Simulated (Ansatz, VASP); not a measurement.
MnS: VASP beside Ansatz

The input INCAR:

```
SYSTEM = MnS
PREC     = Accurate       ! precision mode
ENCUT    = 600            ! plane-wave cutoff, eV
EDIFF    = 1E-6           ! SCF threshold, eV
ISMEAR   = -1             ! smearing method
SIGMA    = 0.05           ! smearing width, eV
LREAL    = .False.        ! projectors in reciprocal space
LASPH    = .True.         ! aspherical terms in the spheres
NELM     = 150            ! most SCF steps
ALGO     = Normal         ! electronic algorithm
ISIF     = 3              ! what is computed and relaxed
LWAVE    = .False.        ! write WAVECAR
LCHARG   = .False.        ! write CHGCAR
ISPIN    = 2              ! spin polarisation
MAGMOM   = 4 0            ! initial moments
LORBIT   = 11             ! projections on sites
LMAXMIX  = 4              ! l up to which the mixer works
GGA      = B5             ! functional
ALDAX    = 1.0          
AGGAX    = 1.0          
AGGAC    = 1.0          
ALDAC    = 0.0          
IVDW     = 12             ! dispersion correction
VDW_S6   = 1.0          
VDW_S8   = 2.6996       
VDW_A1   = 0.4298       
VDW_A2   = 4.2359       
IBRION   = 2              ! ionic algorithm
NSW      = 80             ! ionic steps
EDIFFG   = -0.02          ! ionic threshold
```

The input KPOINTS:

```
Automatic mesh
0
Gamma
  9 9 9
  0 0 0
```

Contents of POSCAR:

```
MnS
1.0
    0.0000000000      2.6045000000      2.6045000000
    2.6045000000      0.0000000000      2.6045000000
    2.6045000000      2.6045000000      0.0000000000
Mn S
1 1
Direct
    0.0000000000      0.0000000000      0.0000000000
    0.5000000000      0.5000000000      0.5000000000
```

File input.yaml:

```yaml
crystal:
  lattice:
    - [0.0, 2.6045, 2.6045]
    - [2.6045, 0.0, 2.6045]
    - [2.6045, 2.6045, 0.0]
  atoms:
    - { symbol: Mn, position: [0.0, 0.0, 0.0], spin: 4.0 }
    - { symbol: S, position: [0.5, 0.5, 0.5] }
kpoints:
  mp_grid: { grid: [9, 9, 9] }
scf:
  occupations: { method: fermi_dirac, width: 0.05 }
hamiltonian:
  xc: blyp
  dispersion: d3bj
  pseudopotentials: { kind: all_electron, lapw: { basis_error: 0.001 } }
magnetization:
  spin_polarized: true
output:
  forces: true
  stress: true
relax:
  f_tol: 0.02
  max_steps: 60
  cell: {}
```

Alike in both runs: task relaxation of cell and atoms; functional BLYP; dispersion D3(BJ); k mesh 9 × 9 × 9; occupations fermi-dirac, width 0.05 eV; collinear spin.

```csv
,VASP,Ansatz
version,VASP 6.6.1,Ansatz 0.2.0
potentials or method,"VASP PAW PBE potentials, release 64 (Mn_pv, S), cutoff 600 eV","all-electron LAPW, scalar-relativistic"
```

Ansatz gave:

| Property | Result |
| --- | --- |
| net moment per atom (μB) | 2.08 |
| size of the moment on the site where the two differ most (μB) | 3.94 |
| relaxed volume (Å³/atom) | 15.82 |
| relaxed cell length with the largest relative difference (Å) | 3.550 |

Q: Which values does VASP return?

A: net moment per atom (μB): 2.08; size of the moment on the site where the two differ most (μB): 3.84; relaxed volume (Å³/atom): 15.82; relaxed cell length with the largest relative difference (Å): 3.550.

VASP's potentials were made for PBE, not for BLYP. Site moments also hang on the region over which each program counts them. Ansatz ran all-electron here, and VASP with PAW potentials.
